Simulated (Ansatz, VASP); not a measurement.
**MnO: VASP beside Ansatz**

File INCAR:

```
SYSTEM = MnO
PREC = Accurate ; ENCUT = 520
EDIFF = 1E-6 ; ISMEAR = -1
SIGMA = 0.05 ; LREAL = .FALSE.
LASPH = .TRUE. ; NELM = 150
ALGO = Normal ; ISIF = 2
LWAVE = .FALSE. ; LCHARG = .FALSE.
ISPIN = 2 ; MAGMOM = 4 0
LORBIT = 11 ; LMAXMIX = 4
GGA = PS ; NBANDS = 20
```

The input KPOINTS:

```
regular mesh
0
G
  9 9 9
  0 0 0
```

Contents of POSCAR:

```
MnO
1.0
    2.9106378538     -1.6819311089      0.0000000000
    2.9106378538      1.6819311089      0.0000000000
   -1.9441147575      0.0000000000      2.7529398993
Mn O
1 1
Direct
    0.5001990000      0.5001990000      0.5006650000
    0.7498025000      0.7498025000      0.2493360000
```

Contents of input.yaml:

```yaml
crystal:
  lattice:
    - [2.9106378538, -1.6819311089, 0.0]
    - [2.9106378538, 1.6819311089, 0.0]
    - [-1.9441147575, 0.0, 2.7529398993]
  atoms:
    - { symbol: Mn, position: [0.500199, 0.500199, 0.500665], spin: 4.0 }
    - { symbol: O, position: [0.7498025, 0.7498025, 0.249336] }
kpoints:
  mp_grid: { grid: [9, 9, 9] }
scf:
  occupations: { method: fermi_dirac, width: 0.05 }
hamiltonian:
  xc: pbesol
  pseudopotentials: { kind: all_electron, lapw: { basis_error: 0.001 } }
magnetization:
  spin_polarized: true
output:
  forces: true
  stress: true
  eigenvalues: true
```

Change from the starting cell: volume scaled by 0.94.

Alike in both runs: task single point; functional PBEsol; k mesh 9 × 9 × 9; occupations fermi-dirac, width 0.05 eV; collinear spin.

|  | VASP | Ansatz |
| --- | --- | --- |
| version | VASP 6.6.1 | Ansatz 0.2.0 |
| potentials or method | VASP PAW PBE potentials, release 64 (Mn_pv, O), cutoff 520 eV | all-electron LAPW, scalar-relativistic |

```csv
,VASP,Ansatz,Ansatz less VASP
gap on the k mesh at the Fermi level (eV),none,none,-
pressure (GPa),-2.0,-2.4,-0.41
"traceless stress, the component that is largest in VASP (GPa)",-0.13,-0.13,0.000
net moment per atom (μB),2.48,2.48,+0.001
size of the moment on the site where the two differ most (μB),4.38,4.27,-0.117
```

VASP's potentials were made for PBE, not for PBEsol. Site moments also hang on the region over which each program counts them. A gap of «none» marks a metal or a gap that the smearing closes. Ansatz ran all-electron here, and VASP with PAW potentials.
